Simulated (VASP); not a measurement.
# Mg3Se (P4/mmm) in VASP: a series of runs

Mg3Se is run at these levels: PBE; tasks: single point.

All numbers are computed with VASP 6.6.1; they aren't measurements. Logs are shortened: lines on timing, memory, paths and dates and some standing lists are left out, and cuts for length are marked.

## 1. The cell of the first run

It takes space group P4/mmm (No. 123, tetragonal). Conventional cell: a = 4.490 Å, b = 4.490 Å, c = 4.406 Å, α = 90.00°, β = 90.00°, γ = 90.00°. Mg (site symmetry mmm) has 8 Mg at 3.15 to 3.17 Å and 4 Se at 3.15 Å within 4.1 Å. Within 4.1 Å of Mg (site symmetry 4/mmm) lie 8 Mg at 3.15 Å and 4 Se at 3.17 Å. Se (site symmetry 4/mmm) has 12 Mg at 3.15 to 3.17 Å within 4.1 Å.

## 2. Single point, PBE

Contents of INCAR:

```
PREC     = Accurate       # precision mode
ENCUT    = 520            # plane-wave cutoff, eV
EDIFF    = 1E-6           # SCF threshold, eV
ISMEAR   = 0              # smearing method
SIGMA    = 0.1            # smearing width, eV
LREAL    = F              # projectors in reciprocal space
LASPH    = T              # aspherical terms in the spheres
NELM     = 100            # most SCF steps
ALGO     = Normal         # electronic algorithm
ISIF     = 2              # what is computed and relaxed
LWAVE    = F              # write WAVECAR
LCHARG   = T              # write CHGCAR
GGA      = PE             # functional
LELF     = T              # ELF
LVHAR    = T            
NBANDS   = 14             # bands
```

Contents of KPOINTS:

```
regular mesh
0
Gamma
  4 4 4
```

Contents of POSCAR:

```
Mg3Se
1.0
    4.4900773220      0.0000000000      0.0000000000
    0.0000000000      4.4900773220      0.0000000000
    0.0000000000      0.0000000000      4.4062491365
Mg Se
3 1
Direct
    0.0000000000      0.5000000000      0.0000000000
    0.5000000000      0.0000000000      0.0000000000
    0.5000000000      0.5000000000      0.5000000000
    0.0000000000      0.0000000000      0.5000000000
```

Potentials or basis: VASP PAW PBE potentials, release 64 (Mg, Se).

Command:

```sh
> cat potpaw_PBE.64/Mg/POTCAR potpaw_PBE.64/Se/POTCAR > POTCAR
> mpirun -np 1 vasp_std > vasp.out
```

OUTCAR:

```text
PREC = Accurate
   ENCUT = 520
   EDIFF = 1E-6
   ISMEAR = 0
   LREAL = F
   LASPH = T
   NELM = 100
   ISIF = 2
   GGA = PE

 ion  position               nearest neighbor table
   1  0.000  0.500  0.000-   3 3.15   4 3.15   3 3.15   4 3.15   4 3.15   4 3.15   3 3.15   3 3.15
                             2 3.17   2 3.17   2 3.17   2 3.17
   2  0.500  0.000  0.000-   3 3.15   4 3.15   3 3.15   4 3.15   3 3.15   3 3.15   4 3.15   4 3.15
                             1 3.17   1 3.17   1 3.17   1 3.17
   3  0.500  0.500  0.500-   1 3.15   2 3.15   1 3.15   2 3.15   2 3.15   2 3.15   1 3.15   1 3.15
                             4 3.17   4 3.17   4 3.17   4 3.17
   4  0.000  0.000  0.500-   1 3.15   2 3.15   1 3.15   2 3.15   1 3.15   1 3.15   2 3.15   2 3.15
                             3 3.17   3 3.17   3 3.17   3 3.17

  LATTYP: Found a simple tetragonal cell.
 ALAT       =     4.4900773220
 C/A-ratio  =     0.9813303470

  Lattice vectors:

 A1 = (   4.4900773220,   0.0000000000,   0.0000000000)
 A2 = (   0.0000000000,   4.4900773220,   0.0000000000)
 A3 = (   0.0000000000,   0.0000000000,   4.4062491365)

Analysis of symmetry for initial positions (statically):
=====================================================================
 Subroutine PRICEL returns:
 Original cell was already a primitive cell.

 Routine SETGRP: Setting up the symmetry group for a
 simple tetragonal supercell.

 Subroutine GETGRP returns: Found 16 space group operations
 (whereof 16 operations were pure point group operations)
 out of a pool of 16 trial point group operations.

The static configuration has the point symmetry D_4h.

Analysis of symmetry for dynamics (positions and initial velocities):
=====================================================================
 Subroutine PRICEL returns:
 Original cell was already a primitive cell.

 Routine SETGRP: Setting up the symmetry group for a
 simple tetragonal supercell.

 Subroutine GETGRP returns: Found 16 space group operations
 (whereof 16 operations were pure point group operations)
 out of a pool of 16 trial point group operations.

The dynamic configuration has the point symmetry D_4h.

 Subroutine INISYM returns: Found 16 space group operations
 (whereof 16 operations are pure point group operations),
 and found     1 'primitive' translations

----------------------------------------------------------------------------------------

                                     Primitive cell

  volume of cell :      88.8335

  direct lattice vectors                    reciprocal lattice vectors
     4.490077322  0.000000000  0.000000000     0.222713314  0.000000000  0.000000000
[... 100 lines left out ...]
   IALGO  =     38    algorithm
   IMIX   =      4    mixing-type and parameters
     AMIX     =   0.40;   BMIX     =  1.00
     AMIX_MAG =   1.60;   BMIX_MAG =  1.00
  volume/ion in A,a.u.               =      22.21       149.87
  Fermi-wavevector in a.u.,A,eV,Ry     =   0.839994  1.587359  9.600141  0.705590
  Thomas-Fermi vector in A             =   1.954304
   LORBIT       =      0    0 simple, 1 ext, 2 COOP (PROOUT), +10 PAW based schemes
   GGA     = PE    functional components
   LHFCALC =     F    Hartree Fock is set to
   AEXX    =    0.0000 exact exchange contribution
   IVDW    =     0    specifies the selected vdW correction
   LEPSILON=     F    determine dielectric tensor
   LRPA    =     F    only Hartree local field effects (RPA)
 non-spin polarized calculation
 Gauss-broadening in eV      SIGMA  =   0.10
  energy-cutoff  :      520.00
  volume of cell :       88.83
 maximum number of plane-waves:      2429
 NGX is ok and might be reduce to    36

 number of electron      12.0000000 magnetization

 Free energy of the ion-electron system (eV)
  ---------------------------------------------------
  ext. energy  EPLUGINS =         0.00000000
  ---------------------------------------------------
  free energy    TOTEN  =        -8.95770995 eV

  energy without entropy =       -8.94580996  energy(sigma->0) =       -8.95175996

 E-fermi :   3.9713     XC(G=0):  -8.9361

 val. band max:        3.9348381132   @ k =   0.5000   0.2500   0.2500
 cond. band min:       4.0773564133   @ k =   0.2500   0.2500   0.2500
 fundamental gap:      0.1425183002
 Fermi energy:         3.9713239315

 k-point     1 :       0.0000    0.0000    0.0000
  band No.  band energies     occupation
      1     -10.0379      2.00000
      2      -1.1080      2.00000
      3       0.0593      2.00000
      4       0.0593      2.00000
      5       0.1846      2.00000
      6       4.1500      0.01149
      7       4.3503      0.00000
      8       6.5827      0.00000
      9       6.5827      0.00000
     10       6.7066      0.00000
     11       8.3035      0.00000
     12       9.2649      0.00000
     13       9.4560      0.00000
     14       9.4560      0.00000
[... 275 lines left out ...]
      1      -9.5556      2.00000
      2      -1.0304      2.00000
      3      -0.9819      2.00000
      4      -0.9819      2.00000
      5       1.7105      2.00000
      6       2.1455      2.00000
      7       2.1455      2.00000
      8       2.1564      2.00000
      9       8.5593      0.00000
     10       8.5593      0.00000
     11       8.8355      0.00000
     12      11.5496      0.00000
     13      13.8550      0.00000
     14      14.1974      0.00000

------------------------ aborting loop because EDIFF is reached ----------------------------------------

  FORCE on cell =-STRESS in cart. coord.  units (eV):
  Direction    XX          YY          ZZ          XY          YZ          ZX
  --------------------------------------------------------------------------------------
  -------------------------------------------------------------------------------------
  Total       -0.1912413     -0.1912413      0.0313188      0.0000000      0.0000000      0.0000000
  in kB       -3.4491776     -3.4491776      0.5648585      0.0000000      0.0000000      0.0000000
  external PRESSURE =      -2.1111656 kB  Pullay stress =       0.0000000 kB

 VOLUME and BASIS-vectors are now :
 -----------------------------------------------------------------------------
  energy-cutoff  :      520.00
  volume of cell :       88.83
      direct lattice vectors                 reciprocal lattice vectors
     4.490077322  0.000000000  0.000000000     0.222713314  0.000000000  0.000000000
     0.000000000  4.490077322  0.000000000     0.000000000  0.222713314  0.000000000
     0.000000000  0.000000000  4.406249136     0.000000000  0.000000000  0.226950399

 POSITION                                       TOTAL-FORCE (eV/Angst)
 -----------------------------------------------------------------------------------
      0.00000      2.24504      0.00000         0.000000      0.000000      0.000000
      2.24504      0.00000      0.00000         0.000000      0.000000      0.000000
      2.24504      2.24504      2.20312         0.000000      0.000000      0.000000
      0.00000      0.00000      2.20312         0.000000      0.000000      0.000000
 -----------------------------------------------------------------------------------
    total drift:                                0.000000     -0.000000      0.000000

  FREE ENERGIE OF THE ION-ELECTRON SYSTEM (eV)
  ---------------------------------------------------
  free  energy   TOTEN  =        -8.9577099509 eV

  energy  without entropy=       -8.9458099629  energy(sigma->0) =       -8.95175996
```

stdout:

```text
POSCAR found type information on POSCAR MgSe
 POSCAR found :  2 types and       4 ions
 scaLAPACK will be used
 LDA part: xc-table for (Slater+PW92), standard interpolation
 POSCAR, INCAR and KPOINTS ok, starting setup
 FFT: planning ... GRIDC
 FFT: planning ... GRID_SOFT
 FFT: planning ... GRID
 WAVECAR not read
 entering main loop
```

Wall time 25 s (1 thread of Intel Xeon Platinum 8488C (Sapphire Rapids), shared host); peak memory 0.21 GiB.

What came out:

* Free energy: -8.9577 eV
* Pressure: -0.2 GPa
* Band gap on the k mesh: zero (band 6 reaches 4.26 eV, above the bottom of band 7 at 2.15 eV)

## 3. Single point, PBE

Contents of INCAR:

```
  ALGO = Normal
  EDIFF = 1E-6
  ENCUT = 520
  GGA = PE
  ISIF = 2
  ISMEAR = 0
  LASPH = True
  LCHARG = False
  LREAL = False
  LWAVE = False
  NBANDS = 14
  NELM = 100
  PREC = Accurate
  SIGMA = 0.1
```

Contents of KPOINTS:

```
k-points
0
Gamma
  10 10 10
```

Contents of POSCAR:

```
Mg3Se
1.0
    4.4588678581      0.0000000000      0.0000000000
    0.0000000000      4.4588678581      0.0000000000
    0.0000000000      0.0000000000      4.4646734008
Mg Se
3 1
Direct
    0.0000000000      0.5000000000      0.0000000000
    0.5000000000      0.0000000000      0.0000000000
    0.5000000000      0.5000000000      0.5000000000
    0.0000000000      0.0000000000      0.5000000000
```

Potentials or basis: VASP PAW PBE potentials, release 64 (Mg, Se).

Command:

```sh
> cat potpaw_PBE.64/Mg/POTCAR potpaw_PBE.64/Se/POTCAR > POTCAR
> mpirun -np 1 vasp_std > vasp.out
```

Wall time 2 min (1 thread of Intel Xeon Platinum 8488C (Sapphire Rapids), shared host); peak memory 0.31 GiB.

Results (log left out):

- Free energy: -8.9140 eV
- Pressure: -0.1 GPa
- Band gap on the k mesh: zero (band 6 reaches 4.66 eV, above the bottom of band 7 at 2.15 eV)

Levels at points of the mesh, in eV from the Fermi level:
| k point | band 3 | band 4 | band 5 | band 6 | band 7 | band 8 | band 9 | band 10 |
| --- | --- | --- | --- | --- | --- | --- | --- | --- |
| (0.00, 0.00, 0.00) | -3.67 | -3.66 | -3.66 | 0.47 | 0.49 | 2.87 | 2.87 | 2.87 |
| (0.50, 0.00, 0.00) | -3.28 | -3.27 | -2.22 | -0.97 | 1.11 | 1.13 | 1.62 | 3.40 |
| (0.50, 0.50, 0.00) | -5.48 | -3.65 | -2.98 | 0.38 | 1.61 | 1.61 | 2.76 | 2.76 |
| (0.00, 0.00, 0.50) | -3.27 | -3.27 | -2.21 | -0.97 | 1.12 | 1.12 | 1.62 | 3.40 |
| (0.50, 0.00, 0.50) | -5.48 | -3.65 | -2.97 | 0.39 | 1.62 | 1.62 | 2.77 | 2.77 |
| (0.50, 0.50, 0.50) | -4.77 | -4.77 | -2.04 | -1.61 | -1.61 | -1.61 | 4.88 | 4.90 |

## 4. Single point, PBE

This run uses another cell than the first one: it holds 8 atoms, not 4.

Contents of INCAR:

```
SYSTEM = Mg3Se
  ALGO = Normal
  EDIFF = 1E-6
  ENCUT = 520
  GGA = PE
  ISIF = 2
  ISMEAR = 0
  LASPH = .True.
  LCHARG = .False.
  LREAL = .False.
  LWAVE = .False.
  NBANDS = 22
  NELM = 60
  PREC = Accurate
  SIGMA = 0.2
```

Contents of KPOINTS:

```
k-points
0
Gamma
  6 6 4
  0 0 0
```

Contents of POSCAR:

```
Mg3Se
1.0
    4.4588678581      0.0000000000      0.0000000000
    0.0000000000      4.4588678581      0.0000000000
    0.0000000000      0.0000000000      8.9293468017
Mg Se
6 2
Direct
    0.0000000000      0.5000000000      0.0000000000
    0.0000000000      0.5000000000      0.5000000000
    0.5000000000      0.0000000000      0.0000000000
    0.5000000000      0.0000000000      0.5000000000
    0.5000000000      0.5000000000      0.2500000000
    0.5000000000      0.5000000000      0.7500000000
    0.0000000000      0.0000000000      0.2500000000
    0.0000000000      0.0000000000      0.7500000000
```

Command:

```sh
> cat potpaw_PBE.64/Mg/POTCAR potpaw_PBE.64/Se/POTCAR > POTCAR
> mpirun -np 1 vasp_std > vasp.out
```

It took 2.2 min on 1 thread of Intel Xeon Platinum 8488C (Sapphire Rapids), shared host; peak memory 0.34 GiB.

It converged, with:

| Property | Result |
| --- | --- |
| Free energy | -17.8336 eV |
| Pressure | 0.0 GPa |
| Band gap on the k mesh | zero (band 12 reaches 4.43 eV, above the bottom of band 13 at 2.16 eV) |

Stress tensor (GPa, compression positive):
```
-0.01  0.00  0.00
 0.00 -0.01  0.00
 0.00  0.00 -0.11
```

Levels at points of the mesh, in eV from the Fermi level:
| k point | band 10 | band 11 | band 12 | band 13 | band 14 | band 15 |
| --- | --- | --- | --- | --- | --- | --- |
| (0.00, 0.00, 0.00) | -2.24 | -0.99 | 0.45 | 0.46 | 1.10 | 1.10 |
| (0.50, 0.00, 0.00) | -2.24 | -0.99 | 0.37 | 1.08 | 1.10 | 1.60 |
| (0.50, 0.50, 0.00) | -2.06 | -1.64 | -1.63 | -1.63 | 0.37 | 1.60 |
| (0.00, 0.00, 0.50) | -3.10 | 0.44 | 0.44 | 0.88 | 0.88 | 1.90 |
| (0.50, 0.00, 0.50) | -2.36 | -0.78 | -0.78 | 1.19 | 1.19 | 1.52 |
| (0.50, 0.50, 0.50) | -3.22 | -0.43 | -0.43 | -0.43 | -0.43 | 0.37 |

## 5. Summary

```csv
cell,k mesh,smearing,gap on the mesh (eV),pressure (GPa)
"a = 4.490, b = 4.490, c = 4.406 Å, 4 atoms",4 × 4 × 4,gaussian 0.1 eV,none,-0.2
"a = 4.459, b = 4.459, c = 4.465 Å, 4 atoms",10 × 10 × 10,gaussian 0.1 eV,none,-0.1
"a = 4.459, b = 4.459, c = 8.929 Å, 8 atoms",6 × 6 × 4,gaussian 0.2 eV,none,0.0
```

Alike in all rows: task single point; level PBE; potentials or basis VASP PAW PBE potentials, release 64 (Mg, Se); no spin polarisation; cutoff (eV) 520.

Total energies depend on the potentials used, so only differences within one code and one set of settings carry meaning.
